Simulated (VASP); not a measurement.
CuO (Tenorite): single point with BLYP

Crystal: CuO (Tenorite).

```
Cu O
1.0
     2.38778   -1.74486    0.00000
     2.38778    1.74486    0.00000
    -0.86670    0.00000    5.15707
Cu O
2 2
Direct
  0.50000 0.00000 0.50000
  0.00000 0.50000 0.00000
  0.41840 0.58160 0.75000
  0.58160 0.41840 0.25000
```

- Program: VASP 6.6.1
- Task: single point
- Functional: BLYP
- Potentials or basis: VASP PAW PBE potentials, release 64 (Cu_sv_GW, O)
- Cutoff: 700 eV
- k mesh: 10 × 10 × 5
- Occupations: fermi-dirac, width 0.05 eV
- Spin: no spin polarisation

* Pressure: -0.5 GPa
* Largest force: 0.368 eV/Å
* Band gap on the k mesh: zero (band 25 reaches 5.56 eV, above the bottom of band 26 at 4.98 eV)

Forces on the atoms (eV/Å):
```
Cu   0.000  0.000  0.000
Cu   0.000  0.000  0.000
O    0.000 -0.368  0.000
O    0.000  0.368  0.000
```

Stress tensor (GPa, compression positive):
```
-1.18  0.00 -0.05
 0.00  2.27  0.00
-0.05  0.00 -2.46
```

Levels at points of the mesh, in eV from the Fermi level:
| k point | band 23 | band 24 | band 25 | band 26 | band 27 | band 28 |
| --- | --- | --- | --- | --- | --- | --- |
| (0.00, 0.00, 0.00) | -2.06 | -1.62 | 0.19 | 0.88 | 1.64 | 6.23 |
| (0.50, 0.00, 0.00) | -1.43 | -1.37 | 0.00 | 0.25 | 4.97 | 6.18 |
| (0.50, 0.50, 0.00) | -1.62 | -1.20 | -0.66 | 1.00 | 3.68 | 6.86 |

Wall time 5.3 min on 1 thread of Intel(R) Xeon(R) Platinum 8488C (Sapphire Rapids), with other jobs on the host, peak memory 0.41 GiB.

Caveat: the PAW data sets were made with another functional, which shifts forces and pressure a little; semilocal functionals often make such compounds metallic where correlation or magnetic order opens a gap, which also shifts bond lengths. With open d or f shells a metallic result of BLYP can be an artefact of self-interaction; +U or a hybrid may open a gap.
